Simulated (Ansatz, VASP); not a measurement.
# Two plane-wave programs on CdAu2

```
Cd Au
1.0
     4.72113    0.00000    0.00000
    -2.36056    4.08862    0.00000
     0.00000    0.00000    3.04147
Cd Au
1 2
Direct
  0.00000 0.00000 0.00000
  0.33333 0.66667 0.50000
  0.66667 0.33333 0.50000
```

Alike in both runs: task relaxation of cell and atoms; functional PBE; k mesh 6 × 6 × 6; occupations gaussian, width 0.1 eV; no spin polarisation.

|  | VASP | Ansatz |
| --- | --- | --- |
| version | VASP 6.6.1 | Ansatz 0.2.0 |
| potentials or method | VASP PAW PBE potentials, release 64 (Cd, Au), cutoff 600 eV | scalar-relativistic, plane waves, PAW |
| valence electrons in the cell | 34 | 58 |

Ansatz gave:

* gap on the k mesh at the Fermi level, each at its own relaxed structure (eV): none
* relaxed volume (Å³/atom): 19.46
* relaxed length of the cell vector where the two differ most in proportion (Å): 2.979

Task: What did VASP give for the same quantities?

Result: gap on the k mesh at the Fermi level, each at its own relaxed structure (eV): none; relaxed volume (Å³/atom): 19.45; relaxed length of the cell vector where the two differ most in proportion (Å): 2.977.

A gap of «none» marks a metal or a gap that the smearing closes. VASP's potentials hold 34 valence electrons a cell and Ansatz's 58, so a difference there can come from the potentials and not from the codes.

Spin-orbit coupling is off throughout.
